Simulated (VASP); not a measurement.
# Ge (Fd-3m) in VASP: notebook, part 2 of 2

VASP 6.6.1. Earlier steps stand in the parts before.

## (3) Single point, r2SCAN

POSCAR reads:

```
Ge
1.0
    0.0000000000      2.8024036514      2.8024036514
    2.8024036514      0.0000000000      2.8024036514
    2.8024036514      2.8024036514      0.0000000000
Ge
2
Direct
    0.0000000000      0.0000000000      0.0000000000
    0.2500000000      0.2500000000      0.2500000000
```

INCAR.step1 reads:

```
ALGO = Normal
EDIFF = 1E-4
ENCUT = 520
GGA = PE
ISMEAR = -1
LASPH = T
LCHARG = F
LREAL = F
LWAVE = T
NBANDS = 21
NELM = 100
PREC = Accurate
SIGMA = 0.1
```

INCAR.step2 reads:

```
ALGO = Normal
EDIFF = 1E-7
ENCUT = 520
ISIF = 2
ISMEAR = -1
ISTART = 1
LASPH = T
LCHARG = F
LMIXTAU = T
LREAL = F
LWAVE = F
METAGGA = R2SCAN
NBANDS = 21
NELM = 100
PREC = Accurate
SIGMA = 0.1
```

KPOINTS reads:

```
k-points
0
Gamma
  10 10 10
```

Potentials or basis: VASP PAW PBE potentials, release 64 (Ge_d).

Run with:

```bash
> cat potpaw_PBE.64/Ge_d/POTCAR > POTCAR
> cp INCAR.step1 INCAR
> mpirun -np 1 vasp_std > vasp.out
> cp INCAR.step2 INCAR
> mpirun -np 1 vasp_std > vasp.out
```

Wall time 1.7 min (1 thread of AMD EPYC 9R45 (Zen 5), shared host); peak memory 0.15 GiB.

It converged, with:

```yaml
Free_energy: -27.7271 eV
Pressure: 3.0 GPa
Band_gap_on_the_k_mesh: 0.54 eV, indirect (least direct gap 0.68 eV)
```

Levels at points of the mesh, in eV from the valence-band top:
```tsv
k point	band 12	band 13	band 14	band 15	band 16	band 17
(0.00, 0.00, 0.00)	0.00	0.00	0.00	0.68	2.72	2.72
(0.50, 0.00, 0.00)	-8.01	-1.53	-1.53	0.54	4.01	4.01
(0.50, 0.50, 0.00)	-9.33	-3.33	-3.33	0.94	0.94	10.35
```

Caveat: the PAW data sets were made with another functional, which shifts forces and pressure a little. A k mesh can miss the band edges.

## (4) Single point, r2SCAN

This run uses another cell than the first one, of 22.73 Å³/atom, 1.033 times its volume.

POSCAR reads:

```
Ge
1.0
    0.0000000000      2.8325393346      2.8325393346
    2.8325393346      0.0000000000      2.8325393346
    2.8325393346      2.8325393346      0.0000000000
Ge
2
Direct
    0.0000000000      0.0000000000      0.0000000000
    0.2500000000      0.2500000000      0.2500000000
```

INCAR.step1 reads:

```
SYSTEM = Ge
PREC = Accurate ; ENCUT = 520
ISMEAR = -1 ; SIGMA = 0.1
LREAL = .False. ; LASPH = .True.
NELM = 80 ; NBANDS = 21
GGA = PE ; ALGO = Normal
EDIFF = 1E-4 ; LWAVE = .True.
LCHARG = .False.
```

INCAR.step2 reads:

```
SYSTEM = Ge
PREC = Accurate ; ENCUT = 520
EDIFF = 1E-6 ; ISMEAR = -1
SIGMA = 0.1 ; LREAL = .False.
LASPH = .True. ; NELM = 80
ALGO = Normal ; ISIF = 2
LWAVE = .False. ; LCHARG = .False.
METAGGA = R2SCAN ; LMIXTAU = .True.
NBANDS = 21 ; ISTART = 1
```

KPOINTS reads:

```
regular mesh
0
Gamma
  10 10 10
  0 0 0
```

Potentials or basis: VASP PAW PBE potentials, release 64 (Ge_d).

Run with:

```bash
> cat potpaw_PBE.64/Ge_d/POTCAR > POTCAR
> cp INCAR.step1 INCAR
> mpirun -np 1 vasp_std > vasp.out
> cp INCAR.step2 INCAR
> mpirun -np 1 vasp_std > vasp.out
```

OUTCAR:

```text
SYSTEM = Ge
   PREC = Accurate
   ENCUT = 520
   EDIFF = 1E-6
   ISMEAR = -1
   LREAL = .False.
   LASPH = .True.
   NELM = 80
   ISIF = 2
   METAGGA = R2SCAN
   ISTART = 1

 ion  position               nearest neighbor table
   1  0.000  0.000  0.000-   2 2.45   2 2.45   2 2.45   2 2.45
   2  0.250  0.250  0.250-   1 2.45   1 2.45   1 2.45   1 2.45

  LATTYP: Found a face centered cubic cell.
 ALAT       =     5.6650786692

  Lattice vectors:

[... 190 lines left out ...]
      2     -20.7258      2.00000
      3     -20.7258      2.00000
      4     -20.6867      2.00000
      5     -20.6867      2.00000
      6     -20.4713      2.00000
[... 565 lines left out ...]
     20      17.0952      0.00000
     21      17.0997      0.00000

 [... further k-points ...]
[... 5 lines left out ...]
  --------------------------------------------------------------------------------------
  -------------------------------------------------------------------------------------
  Total        0.1246375      0.1246375      0.1246375     -0.0000000      0.0000000     -0.0000000
  in kB        4.3934083      4.3934083      4.3934083     -0.0000000      0.0000000     -0.0000000
  external PRESSURE =       4.3934083 kB  Pullay stress =       0.0000000 kB

 VOLUME and BASIS-vectors are now :
 -----------------------------------------------------------------------------
  energy-cutoff  :      520.00
  volume of cell :       45.45
      direct lattice vectors                 reciprocal lattice vectors
     0.000000000  2.832539335  2.832539335    -0.176520055  0.176520055  0.176520055
     2.832539335  0.000000000  2.832539335     0.176520055 -0.176520055  0.176520055
     2.832539335  2.832539335  0.000000000     0.176520055  0.176520055 -0.176520055

 POSITION                                       TOTAL-FORCE (eV/Angst)
 -----------------------------------------------------------------------------------
      0.00000      0.00000      0.00000        -0.000000     -0.000000     -0.000000
      1.41627      1.41627      1.41627         0.000000      0.000000      0.000000
 -----------------------------------------------------------------------------------
    total drift:                                0.000000      0.000000      0.000000

  FREE ENERGIE OF THE ION-ELECTRON SYSTEM (eV)
  ---------------------------------------------------
  free  energy   TOTEN  =       -27.7424892011 eV

  energy  without entropy=      -27.7412068863  energy(sigma->0) =      -27.74184804
```

OSZICAR.step1:

```text
N       E                     dE             d eps       ncg     rms          rms(c)
DAV:   1     0.188861095445E+03    0.18886E+03   -0.14566E+04  2204   0.365E+03
DAV:   2     0.182870207066E+02   -0.17057E+03   -0.16563E+03  1974   0.621E+02
DAV:   3    -0.821010101977E+01   -0.26497E+02   -0.26327E+02  2274   0.142E+02
DAV:   4    -0.908327737288E+01   -0.87318E+00   -0.87265E+00  2204   0.302E+01
DAV:   5    -0.909765478457E+01   -0.14377E-01   -0.14377E-01  2274   0.426E+00    0.318E+00
DAV:   6    -0.903997112164E+01    0.57684E-01   -0.21228E-02  2225   0.143E+00    0.189E+00
DAV:   7    -0.900971514364E+01    0.30256E-01   -0.47424E-02  2190   0.195E+00    0.147E-01
DAV:   8    -0.901141659384E+01   -0.17015E-02   -0.59497E-03  2184   0.945E-01    0.426E-02
DAV:   9    -0.901155856026E+01   -0.14197E-03   -0.21219E-04  1832   0.205E-01    0.155E-02
DAV:  10    -0.901157753838E+01   -0.18978E-04   -0.35793E-05  1580   0.641E-02
   1 F= -.90115775E+01 E0= -.90100808E+01  d E =-.299344E-02
```

Run time: 82 s. Hardware: 1 thread of AMD EPYC 9R45 (Zen 5), shared host; peak memory 0.15 GiB.

Results:

- Free energy: -27.7425 eV
- Pressure: 0.4 GPa
- Band gap on the k mesh: 0.37 eV, direct

Caveat: the PAW data sets were made with another functional, which shifts forces and pressure a little. A k mesh can miss the band edges.
